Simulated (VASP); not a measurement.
Input of a VASP 6.6.1 run:

Contents of POSCAR:

```
MgS
1.0
    3.6109100000      0.0000000000      0.0000000000
   -1.8054500000      3.1271400000      0.0000000000
    0.0000000000      0.0000000000      3.3052600000
Mg S
1 1
Direct
    0.0000000000      0.0000000000      0.5000000000
    0.6666700000      0.3333300000      0.0000000000
```

INCAR.step1

```
PREC = Accurate ; ENCUT = 600
EDIFF = 1E-5 ; ISMEAR = -1
SIGMA = 0.05 ; LREAL = F
LASPH = T ; NELM = 80
ALGO = Normal ; LWAVE = T
LCHARG = F ; GGA = PE
NBANDS = 11
```

File INCAR.step2:

```
PREC = Accurate ; ENCUT = 600
EDIFF = 1E-6 ; ISMEAR = -1
SIGMA = 0.05 ; LREAL = F
LASPH = T ; NELM = 80
ALGO = Normal ; ISIF = 3
LWAVE = F ; LCHARG = F
GGA = PE ; LHFCALC = T
AEXX = 0.25 ; HFSCREEN = 0.3
PRECFOCK = Normal ; IBRION = 2
NSW = 60 ; EDIFFG = -0.01
ISTART = 1
```

Contents of KPOINTS:

```
Automatic mesh
0
Gamma
  5 5 4
```

Potentials or basis: VASP PAW PBE potentials, release 64 (Mg, S).

Launch:

```sh
$ cat potpaw_PBE.64/Mg/POTCAR potpaw_PBE.64/S/POTCAR > POTCAR
$ cp INCAR.step1 INCAR
$ mpirun -np 1 vasp_std > vasp.out
$ cp INCAR.step2 INCAR
$ mpirun -np 1 vasp_std > vasp.out
```

Problem. What does it give for the relaxed cell?

Solution. a = 3.585 Å, b = 3.585 Å, c = 3.290 Å, α = 90.00°, β = 90.00°, γ = 120.00°.

Problem. What does it give for the relaxed volume?

Solution. 18.31 Å³/atom.

Step by step:
| step | energy change (eV) | largest force (eV/Å) | pressure (GPa) | volume (Å³) |
| --- | --- | --- | --- | --- |
| 1 | 0.0000 | 0.0000 | -1.35 | 37.32 |
| 2 | -0.0028 | 0.0000 | 0.31 | 36.48 |
| 3 | -0.0030 | 0.0000 | 0.00 | 36.63 |
| 4 | -0.0030 | 0.0000 | 0.00 | 36.61 |

Caveat: the k points lie up to 0.48 Å⁻¹ apart in the final cell; the PAW data sets were made with another functional, which shifts forces and pressure a little.
